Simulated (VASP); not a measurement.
Set up this calculation in VASP 6.6.1, as the native input.

```yaml
Task: density of states
Functional: PBEsol
Potentials_or_basis: VASP PAW PBE potentials, release 64 (Se)
Cutoff: 520 eV
k_mesh: 4 × 4 × 3
Occupations: fermi-dirac, width 0.05 eV
Spin: no spin polarisation
Dipole_correction: no
k_mesh_for_the_DOS: 6 × 6 × 5
Occupations_for_the_DOS: tetrahedron
Further_INCAR_settings: ALGO = Normal; EDIFF = 1e-06
```

The system is Se.

```
Se
1.0
     4.35517    0.00000    0.00000
    -2.17759    3.77169    0.00000
     0.00000    0.00000    4.94945
Se
3
Direct
  0.78300 0.78300 0.50000
  0.00000 0.21700 0.83333
  0.21700 0.00000 0.16667
```

The input as run:

POSCAR

```
Se
1.0
    4.3551700000      0.0000000000      0.0000000000
   -2.1775850000      3.7716878578      0.0000000000
    0.0000000000      0.0000000000      4.9494500000
Se
3
Direct
    0.7830000000      0.7830000000      0.5000000000
    0.0000000000      0.2170000000      0.8333333333
    0.2170000000      0.0000000000      0.1666666667
```

INCAR.step1

```
SYSTEM = Se
ALGO = Normal
EDIFF = 1E-6
ENCUT = 520
GGA = PS
ISIF = 2
ISMEAR = -1
LASPH = .True.
LCHARG = .True.
LREAL = .False.
LWAVE = .False.
NBANDS = 16
NELM = 60
PREC = Accurate
SIGMA = 0.05
```

KPOINTS.step1

```
k-points
0
Gamma
  4 4 3
  0 0 0
```

INCAR.step2

```
SYSTEM = Se
ALGO = Normal
EDIFF = 1E-6
ENCUT = 520
GGA = PS
ICHARG = 11
ISIF = 2
ISMEAR = -5
LASPH = .True.
LCHARG = .False.
LORBIT = 10
LREAL = .False.
LWAVE = .False.
NEDOS = 1001
NELM = 60
PREC = Accurate
SIGMA = 0.05
```

KPOINTS.step2

```
k-points
0
Gamma
  6 6 5
  0 0 0
```

Potentials or basis: VASP PAW PBE potentials, release 64 (Se).

Launch:

```sh
$ cat potpaw_PBE.64/Se/POTCAR > POTCAR
$ cp INCAR.step1 INCAR
$ cp KPOINTS.step1 KPOINTS
$ mpirun -np 1 vasp_std > vasp.out
$ cp INCAR.step2 INCAR
$ cp KPOINTS.step2 KPOINTS
$ mpirun -np 1 vasp_std > vasp.out
```

Results of the run:

```
Valence electrons inside the program's atomic spheres : Se 3.78
```

Caveat: the k points lie up to 0.42 Å⁻¹ apart.

Run time: 39 s on 1 thread of Oxide Virtual Turin-like Processor, on a shared host, peak memory 0.15 GiB.
